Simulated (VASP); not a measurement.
Crystal: CuO.

```
Cu O
1.0
     0.00000   -2.11656   -2.11656
    -2.11656    0.00000   -2.11656
     2.11656    2.11656   -4.23312
Cu O
2 2
Direct
  0.50389 0.47699 0.48801
  0.00389 0.97699 0.98801
  0.74611 0.77301 0.76199
  0.24611 0.27301 0.26199
```

- Program: VASP 6.6.1
- Task: relaxation of the atoms
- Functional: PBE
- Potentials or basis: VASP PAW PBE potentials, release 64 (Cu, O)
- Cutoff: 520 eV
- k mesh: 9 × 9 × 5
- Occupations: fermi-dirac, width 0.05 eV
- Spin: no spin polarisation

At the start: pressure 6.0 GPa; volume 9.48 Å³/atom.

Q: How do energy, volume and symmetry change on relaxing?

A: Over 6 steps the energy falls by 61.1 meV/atom; space group Cm (No. 8, to 0.1 Å) before, Fm-3m (No. 225, to 0.1 Å).

The path:
```csv
step,energy change (eV),largest force (eV/Å),pressure (GPa)
1,0.0000,1.2661,6.02
2,-0.2074,0.4700,2.34
3,-0.2421,0.1207,1.59
4,-0.2423,0.1158,1.67
5,-0.2443,0.0429,1.58
6,-0.2446,0.0095,1.62
```

Final structure:
```cif
data_structure
_symmetry_space_group_name_H-M 'P 1'
_symmetry_Int_Tables_number 1
_cell_length_a 2.9933
_cell_length_b 2.9933
_cell_length_c 5.1845
_cell_angle_alpha 73.221
_cell_angle_beta 73.221
_cell_angle_gamma 60.000
_cell_volume 37.93
loop_
_atom_site_label
_atom_site_type_symbol
_atom_site_fract_x
_atom_site_fract_y
_atom_site_fract_z
_atom_site_occupancy
Cu1 Cu 0.49984 0.50026 0.50009 1
Cu2 Cu 0.99984 0.00026 0.00009 1
O1 O 0.75016 0.74974 0.74991 1
O2 O 0.25016 0.24974 0.24991 1
```
